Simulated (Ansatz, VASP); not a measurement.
## InF in VASP and in Ansatz

```
In F
1.0
     0.00000    3.03424    3.03424
     3.03424    0.00000    3.03424
     3.03424    3.03424    0.00000
In F
1 1
Direct
  0.00000 0.00000 0.00000
  0.25000 0.25000 0.25000
```

Change from the starting cell: volume scaled by 1.03, PAW files.

Alike in both runs: task electric field gradients; functional PBE; k mesh 13 × 13 × 13; occupations fermi-dirac, width 0.05 eV; no spin polarisation.

|  | VASP | Ansatz |
| --- | --- | --- |
| version | VASP 6.6.1 | Ansatz 0.2.0 |
| potentials or method | VASP PAW PBE potentials, release 64 (In_d, F) | PAW with Ansatz's default frozen-core files, scalar-relativistic |
| plane-wave cutoff (eV) | 520 | 420 |
| valence electrons in the cell | 20 | 20 |

VASP gave:

| Property | Result |
| --- | --- |
| gap on the k mesh at the Fermi level (eV) | 2.03 |
| pressure (GPa) | -0.7 |

Problem. Which values does Ansatz return?

Solution. gap on the k mesh at the Fermi level (eV): 2.04; pressure (GPa): -0.6.
